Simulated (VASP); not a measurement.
A run of VASP 6.6.1 is set up as follows.

Contents of POSCAR:

```
Ni
1.0
    2.5146270000      0.0000000000      0.0000000000
   -1.2573090000      2.1777340000      0.0000000000
    0.0000000000      0.0000000000      3.9819780000
Ni
2
Direct
    0.3333300000      0.6666700000      0.2500000000
    0.6666600000      0.3333300000      0.7500000000
```

INCAR.step1

```
SYSTEM = Ni
ALGO = Normal
EDIFF = 1E-4
ENCUT = 520
GGA = PE
ISMEAR = -1
ISPIN = 2
LASPH = .TRUE.
LCHARG = .FALSE.
LMAXMIX = 4
LREAL = .FALSE.
LWAVE = .TRUE.
MAGMOM = 2 -2
NBANDS = 21
NELM = 150
PREC = Accurate
SIGMA = 0.032
```

The input INCAR.step2:

```
SYSTEM = Ni
ALGO = Normal
EDIFF = 1E-6
ENCUT = 520
ISIF = 2
ISMEAR = -1
ISPIN = 2
ISTART = 1
LASPH = .TRUE.
LCHARG = .FALSE.
LMAXMIX = 4
LMIXTAU = .TRUE.
LORBIT = 11
LREAL = .FALSE.
LWAVE = .FALSE.
MAGMOM = 2 -2
METAGGA = R2SCAN
NBANDS = 21
NELM = 150
PREC = Accurate
SIGMA = 0.032
```

Contents of KPOINTS:

```
k-points
0
G
  11 11 6
  0 0 0
```

Potentials or basis: VASP PAW PBE potentials, release 64 (Ni).

Run with:

```console
$ cat potpaw_PBE.64/Ni/POTCAR > POTCAR
$ cp INCAR.step1 INCAR
$ mpirun -np 1 vasp_std > vasp.out
$ cp INCAR.step2 INCAR
$ mpirun -np 1 vasp_std > vasp.out
```

**Question.** Estimate the net moment.

**Answer.** 0.00 μB per cell.

**Question.** Predict the band gap on the k mesh.

**Answer.** Zero (filled and empty bands overlap).

**Question.** Estimate the site moments.

**Answer.** Ni +0.52, -0.52 μB.

Stress tensor (GPa, compression positive):
```
-11.00   0.00   0.00
  0.00 -11.00   0.00
  0.00   0.00   3.87
```

Caveat: the cell stands under tension; the PAW data sets were made with another functional, which shifts forces and pressure a little.
